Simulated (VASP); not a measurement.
**Pb: single point with r2SCAN**

Pb:

```
Pb
1.0
     0.00000    2.51485    2.51485
     2.51485    0.00000    2.51485
     2.51485    2.51485    0.00000
Pb
1
Cartesian
  0.0000 0.0000 0.0000
```

| Item | Value |
| --- | --- |
| Program | VASP 6.6.1 |
| Task | single point |
| Functional | r2SCAN |
| Potentials or basis | VASP PAW PBE potentials, release 64 (Pb_d) |
| Cutoff | 520 eV |
| k mesh | 14 × 14 × 14 |
| Occupations | gaussian, width 0.05 eV |
| Spin | no spin polarisation |
| Dipole correction | no |
| Further INCAR settings | ALGO = Normal; EDIFF = 1e-06; NBANDS = 13 |

```yaml
Pressure: -0.9 GPa
Band_gap_on_the_k_mesh: zero (band 7 reaches 14.04 eV, above the bottom of band 8 at 5.21 eV)
```

Levels at points of the mesh, in eV from the Fermi level:
```csv
k point,band 3,band 4,band 5,band 6,band 7,band 8,band 9,band 10,band 11,band 12
"(0.00, 0.00, 0.00)",-17.71,-17.58,-17.58,-11.99,7.32,7.32,7.32,10.36,11.63,12.73
"(0.50, 0.00, 0.00)",-17.70,-17.46,-17.46,-8.46,-4.16,5.50,5.50,9.61,9.90,11.49
"(0.50, 0.50, 0.00)",-17.47,-17.42,-17.42,-7.07,-3.28,2.05,2.05,5.75,6.86,19.00
```

It took 4.3 min on 1 thread of AMD EPYC 7R13 Processor (Zen 3) (shared host), peak memory 0.16 GiB.

Caveat: the PAW data sets were made with another functional, which shifts forces and pressure a little; spin-orbit coupling is left out, which moves the levels of the heavy elements.
